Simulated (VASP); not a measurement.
# SnO2 (R-3m) in VASP: dielectric tensor with PBEsol

Aim: the dielectric tensor of SnO2 with PBEsol.

Everything below comes from runs of VASP 6.6.1. Logs are shortened: lines on timing, memory, paths and dates and some standing lists are left out, and cuts for length are marked.

## Step 1: The cell of the first run

It takes space group R-3m (No. 166, trigonal). The conventional cell has a = 3.234 Å, b = 3.234 Å, c = 14.402 Å, α = 90.00°, β = 90.00°, γ = 120.00°. Within 2.8 Å of Sn (site symmetry -3m) lie 6 O at 2.13 Å. Within 2.8 Å of O (site symmetry 3m) lie 3 Sn at 2.13 Å and 3 O at 2.76 Å.

## Step 2: Dielectric tensor, PBEsol

Contents of INCAR:

```
PREC = Accurate ; ENCUT = 520
EDIFF = 1E-8 ; ISMEAR = 0
SIGMA = 0.01 ; LREAL = F
LASPH = T ; NELM = 80
ALGO = Normal ; ISIF = 2
LWAVE = F ; LCHARG = F
GGA = PS ; LEPSILON = T
```

Contents of KPOINTS:

```
regular mesh
0
Gamma
  6 6 6
```

Contents of POSCAR:

```
SnO2
1.0
    1.6170930000      0.9336290000      4.8005930000
   -1.6170930000      0.9336290000      4.8005930000
    0.0000000000     -1.8672580000      4.8005930000
Sn O
1 2
Direct
    0.5000000000      0.5000000000      0.5000000000
    0.2371700000      0.2371700000      0.2371700000
    0.7628300000      0.7628300000      0.7628300000
```

Potentials or basis: VASP PAW PBE potentials, release 64 (Sn_d, O).

The run is started by

```sh
> cat potpaw_PBE.64/Sn_d/POTCAR potpaw_PBE.64/O/POTCAR > POTCAR
> mpirun -np 1 vasp_std > vasp.out
```

OUTCAR:

```text
PREC = Accurate
   ENCUT = 520
   EDIFF = 1E-8
   ISMEAR = 0
   LREAL = F
   LASPH = T
   NELM = 80
   ISIF = 2
   GGA = PS
   LEPSILON = T

 ion  position               nearest neighbor table
   1  0.500  0.500  0.500-   2 2.13   3 2.13   2 2.13   2 2.13   3 2.13   3 2.13
   2  0.237  0.237  0.237-   1 2.13   1 2.13   1 2.13
   3  0.763  0.763  0.763-   1 2.13   1 2.13   1 2.13

  LATTYP: Found a trigonal (rhomboedric) cell.
 ALAT       =     5.1509558367
 COS(alpha) =     0.8028828836

  Lattice vectors:

 A1 = (   1.6170930000,   0.9336290000,   4.8005930000)
 A2 = (  -1.6170930000,   0.9336290000,   4.8005930000)
 A3 = (   0.0000000000,  -1.8672580000,   4.8005930000)

Analysis of symmetry for initial positions (statically):
=====================================================================
 Subroutine PRICEL returns:
 Original cell was already a primitive cell.

 Routine SETGRP: Setting up the symmetry group for a
 trigonal (rhombohedral) supercell.

 Subroutine GETGRP returns: Found 12 space group operations
 (whereof 12 operations were pure point group operations)
 out of a pool of 12 trial point group operations.

The static configuration has the point symmetry D_3d.

Analysis of symmetry for dynamics (positions and initial velocities):
=====================================================================
 Subroutine PRICEL returns:
 Original cell was already a primitive cell.

 Routine SETGRP: Setting up the symmetry group for a
 trigonal (rhombohedral) supercell.

 Subroutine GETGRP returns: Found 12 space group operations
 (whereof 12 operations were pure point group operations)
 out of a pool of 12 trial point group operations.

The dynamic configuration has the point symmetry D_3d.

 Subroutine INISYM returns: Found 12 space group operations
 (whereof 12 operations are pure point group operations),
 and found     1 'primitive' translations

----------------------------------------------------------------------------------------

                                     Primitive cell

  volume of cell :      43.4866

  direct lattice vectors                    reciprocal lattice vectors
     1.617093000  0.933629000  4.800593000     0.309196812  0.178514878  0.069435866
    -1.617093000  0.933629000  4.800593000    -0.309196812  0.178514878  0.069435866
[... 639 lines left out ...]
      0.00000      0.00000      3.41567        -0.000000     -0.000000     -0.346924
      0.00000      0.00000     10.98611        -0.000000     -0.000000      0.346924
 -----------------------------------------------------------------------------------
    total drift:                                0.000000      0.000000      0.000000

  FREE ENERGIE OF THE ION-ELECTRON SYSTEM (eV)
  ---------------------------------------------------
  free  energy   TOTEN  =       -19.2965879359 eV

  energy  without entropy=      -19.2965879359  energy(sigma->0) =      -19.29658794

 HEAD OF MICROSCOPIC STATIC DIELECTRIC TENSOR (INDEPENDENT PARTICLE, excluding Hartree and local field effects)
 ------------------------------------------------------
           4.662892     0.000000    -0.000000
           0.000000     4.662891    -0.000000
          -0.000000    -0.000000     3.832327
 ------------------------------------------------------

 Free energy of the ion-electron system (eV)
  ---------------------------------------------------
  ---------------------------------------------------
  free energy    TOTEN  =        -0.45360651 eV

  energy without entropy =       -0.45360651

------------------------ aborting loop because EDIFF is reached ----------------------------------------

--------------------------------------- Ionic step        2  -------------------------------------------

------------------------ aborting loop because EDIFF is reached ----------------------------------------

--------------------------------------- Ionic step        3  -------------------------------------------

 Free energy of the ion-electron system (eV)
  ---------------------------------------------------
  ---------------------------------------------------
  free energy    TOTEN  =        -0.24169116 eV

  energy without entropy =       -0.24169116

------------------------ aborting loop because EDIFF is reached ----------------------------------------

 PIEZOELECTRIC TENSOR FIELD DIRECTION 3  (e Angst)
 -----------------------------------------------------------------------------
     0.00064 -0.00000 -0.00000           (  0.00000  0.00000  0.00000)
     0.00000  0.00064  0.00000           (  0.00000  0.00000  0.00000)
     0.00000 -0.00000 -0.00081           (  0.00000  0.00000 -0.00002)

 PIEZOELECTRIC TENSOR FIELD DIRECTION 3  (C/m^2)
 -----------------------------------------------------------------------------
     0.00024 -0.00000 -0.00000
     0.00000  0.00024  0.00000
     0.00000 -0.00000 -0.00030

 MACROSCOPIC STATIC DIELECTRIC TENSOR (including local field effects in DFT)
 ------------------------------------------------------
           4.527509    -0.000000     0.000000
           0.000000     4.527508    -0.000000
           0.000000    -0.000000     2.849048
 ------------------------------------------------------

 PIEZOELECTRIC TENSOR (including local field effects)  for field in x, y, z        (e  Angst)
          XX          YY          ZZ          XY          YZ          ZX
  --------------------------------------------------------------------------------
  x     0.00000     0.00000     0.00000     0.00000     0.00000     0.00000
  y     0.00000     0.00000     0.00000     0.00000     0.00000     0.00000
  z     0.00000     0.00000     0.00000     0.00000     0.00000     0.00000

 PIEZOELECTRIC TENSOR (including local field effects)  for field in x, y, z        (C/m^2)
          XX          YY          ZZ          XY          YZ          ZX
  --------------------------------------------------------------------------------
  x     0.00000     0.00000     0.00000     0.00000     0.00000     0.00000
  y     0.00000     0.00000     0.00000     0.00000     0.00000     0.00000
  z     0.00000     0.00000     0.00000     0.00000     0.00000     0.00000

 BORN EFFECTIVE CHARGES (including local field effects) (in |e|, cummulative output)
 ---------------------------------------------------------------------------------
 ion    1
    1     4.46488     0.00000     0.00000
    2     0.00000     4.46488     0.00000
    3     0.00000     0.00000     1.95121
 ion    2
    1    -2.23244     0.00000     0.00000
    2     0.00000    -2.23244     0.00000
    3     0.00000     0.00000    -0.97561
 ion    3
    1    -2.23244     0.00000     0.00000
    2     0.00000    -2.23244     0.00000
    3    -0.00000     0.00000    -0.97561
```

stdout:

```text
POSCAR found type information on POSCAR SnO
 POSCAR found :  2 types and       3 ions
 scaLAPACK will be used
 -----------------------------------------------------------------------------
|                                                                             |
|                                                                             |
|     You enforced a specific xc type in the INCAR file but a different       |
[... 28 lines left out ...]
  Direction:   1
 dielectric tensor                  component  1 :     4.528    -0.108    -0.130
 Linear response to external field, progress :
  Direction:   2
 dielectric tensor                  component  2 :    -0.108     4.528    -0.000
 Linear response to external field, progress :
  Direction:   3
 dielectric tensor                  component  3 :    -0.119    -0.122     2.849
 Born effective charges drift removed
```

It took 17 min on 1 thread of Intel Xeon Platinum 8259CL at 2.50GHz (Skylake/Cascade Lake), shared host; peak memory 0.35 GiB.

Results:

| Property | Result |
| --- | --- |
| Band gap on the k mesh | 1.85 eV (least direct gap 1.97 eV) |
| Electronic dielectric tensor (diagonal) | 4.53, 4.53, 2.85 |
| Born charges (mean of the diagonal) | Sn +3.63; O -1.81 e |

Levels at points of the mesh, in eV from the valence-band top:
```
           k point  band 11  band 12  band 13  band 14  band 15  band 16
(0.00, 0.00, 0.00)    -0.90    -0.90    -0.12     1.85     5.57    10.87
(0.50, 0.00, 0.00)    -1.48    -0.60    -0.56     5.23     7.58     9.92
(0.50, 0.50, 0.00)    -1.15    -0.46    -0.02     4.96     6.77    10.58
(0.50, 0.50, 0.50)    -1.28    -0.85    -0.85     3.11     5.52    11.05
```

Electronic dielectric tensor:
```
4.53 0.00 0.00
0.00 4.53 0.00
0.00 0.00 2.85
```

Born effective charge tensors (e):
atom 1, Sn
```
4.46 0.00 0.00
0.00 4.46 0.00
0.00 0.00 1.95
```
atom 2, O
```
-2.23  0.00  0.00
 0.00 -2.23  0.00
 0.00  0.00 -0.98
```
atom 3, O
```
-2.23  0.00  0.00
 0.00 -2.23  0.00
 0.00  0.00 -0.98
```

Caveat: spin-orbit coupling is left out, which moves the levels of the heavy elements.
